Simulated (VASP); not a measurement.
**SnO2: electric field gradients with LDA**

SnO2:

```
Sn O
1.0
     4.73735   -0.07106   -0.07106
    -0.07106    4.73735   -0.07106
    -0.04780   -0.04780    3.18640
Sn O
2 4
Direct
  0.00000 0.00000 0.00000
  0.50000 0.50000 0.50000
  0.30562 0.30562 0.00000
  0.19438 0.80562 0.50000
  0.69438 0.69438 0.00000
  0.80562 0.19438 0.50000
```

This cell differs from its parent crystal: equal xy, yz and zx shear strains of -3 %.

```yaml
Program: VASP 6.6.1
Task: electric field gradients
Functional: LDA
Potentials_or_basis: VASP PAW LDA potentials, release 64 (Sn_d, O_h)
Cutoff: 910 eV
k_mesh: 4 × 4 × 6
Occupations: fermi-dirac, width 0.03 eV
Spin: no spin polarisation
Dipole_correction: no
Further_INCAR_settings: ALGO = Normal; EDIFF = 1e-08; NBANDS = 35
```

```
Pressure                                : 0.3 GPa
Largest force                           : 0.388 eV/Å
Band gap on the k mesh                  : 1.15 eV
Largest electric field gradient by atom : Sn +69.5, -110.6; O -105.0 V/Å²
```

Forces in eV/Å, atoms in the order of the input:
```
Sn   0.000  0.000  0.000
Sn   0.000  0.000  0.000
O    0.082  0.082 -0.370
O    0.014 -0.014  0.000
O   -0.082 -0.082  0.370
O   -0.014  0.014  0.000
```

Stress tensor (GPa, compression positive):
```
-0.01  6.34  3.57
 6.34 -0.01  3.57
 3.57  3.57  0.90
```

Levels at points of the mesh, in eV from the valence-band top:
| k point | band 24 | band 25 | band 26 | band 27 | band 28 | band 29 |
| --- | --- | --- | --- | --- | --- | --- |
| (0.00, 0.00, 0.00) | -0.90 | -0.72 | 0.00 | 1.15 | 5.94 | 5.98 |
| (0.50, 0.00, 0.00) | -1.12 | -0.64 | -0.64 | 4.21 | 4.40 | 6.74 |
| (0.50, 0.50, 0.00) | -1.22 | -1.11 | -0.75 | 4.62 | 4.81 | 7.23 |
| (0.00, 0.00, 0.50) | -1.64 | -1.50 | -1.07 | 5.98 | 6.05 | 9.33 |
| (0.50, 0.00, 0.50) | -1.00 | -0.81 | -0.65 | 6.22 | 6.36 | 7.56 |
| (0.50, 0.50, 0.50) | -1.03 | -0.94 | -0.65 | 4.57 | 4.74 | 8.47 |

Electric field gradients, principal values (V/Å²):
| atom | least | middle | greatest (by size) |
| --- | --- | --- | --- |
| 1 Sn | -21.244 | -48.233 | 69.477 |
| 2 Sn | 26.685 | 83.908 | -110.593 |
| 3 O | 49.562 | 55.472 | -105.034 |
| 4 O | 43.364 | 61.654 | -105.018 |
| 5 O | 49.562 | 55.472 | -105.034 |
| 6 O | 43.364 | 61.654 | -105.018 |

It took 2.7 min on 1 thread of AMD EPYC 7R13 Processor (Zen 3), on a shared host, peak memory 0.28 GiB.

Caveat: the cell differs from its parent crystal (equal xy, yz and zx shear strains of -3 %); the cutoff is under 1.25 times the usual one of these potentials, so pressure, stress and relaxed cells hold a basis-set (Pulay) error; without QUAD_EFG the Cq values of the log hold for a quadrupole moment of 1 mb, not for the nuclei; spin-orbit coupling is left out, which moves the levels of the heavy elements.
